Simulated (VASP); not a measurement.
Crystal: Sb.

```xyz
2
Lattice="2.1542 1.2437 3.7580 -2.1542 1.2437 3.7580 0.0000 -2.4875 3.7580" Properties=species:S:1:pos:R:3 pbc="T T T"
Sb    0.0000    0.0000    8.6416
Sb    0.0000    0.0000    2.6324
```

| Item | Value |
| --- | --- |
| Program | VASP 6.6.1 |
| Task | relaxation of cell and atoms |
| Functional | PBEsol |
| Dispersion | D3(BJ) |
| Potentials or basis | VASP PAW PBE potentials, release 64 (Sb) |
| Cutoff | 600 eV |
| k mesh | 8 × 8 × 8 |
| Occupations | fermi-dirac, width 0.05 eV |
| Spin | no spin polarisation |

At the start: pressure -2.2 GPa; volume 30.21 Å³/atom.

Q: How do energy, volume and symmetry change on relaxing?

A: Over 10 steps the energy falls by 20.2 meV/atom and the volume is 28.34 Å³/atom (-6.2 %); space group R-3m (No. 166, to 0.05 Å).

The path:
```
step  energy change (eV)  largest force (eV/Å)  pressure (GPa)  volume (Å³)
   1              0.0000                0.1533           -2.20        60.41
   2             -0.0179                0.4260            1.30        56.86
   3             -0.0204                0.3555            0.31        57.74
   4             -0.0322                0.2151            0.29        57.22
   5             -0.0397                0.0081            0.46        56.25
   6             -0.0397                0.0164            0.45        56.30
   7             -0.0394                0.0477           -0.58        57.15
   8             -0.0403                0.0126           -0.02        56.68
   9             -0.0404                0.0062           -0.01        56.67
  10             -0.0404                0.0009            0.00        56.67
```

Final structure:
```cif
data_structure
_symmetry_space_group_name_H-M 'P 1'
_symmetry_Int_Tables_number 1
_cell_length_a 4.3507
_cell_length_b 4.3507
_cell_length_c 4.3507
_cell_angle_alpha 58.826
_cell_angle_beta 58.826
_cell_angle_gamma 58.826
_cell_volume 56.67
loop_
_atom_site_label
_atom_site_type_symbol
_atom_site_fract_x
_atom_site_fract_y
_atom_site_fract_z
_atom_site_occupancy
Sb1 Sb 0.76153 0.76153 0.76153 1
Sb2 Sb 0.23847 0.23847 0.23847 1
```

Caveat: the PAW data sets were made with another functional, which shifts forces and pressure a little; pairwise dispersion overbinds metals, which lowers pressure and volume.
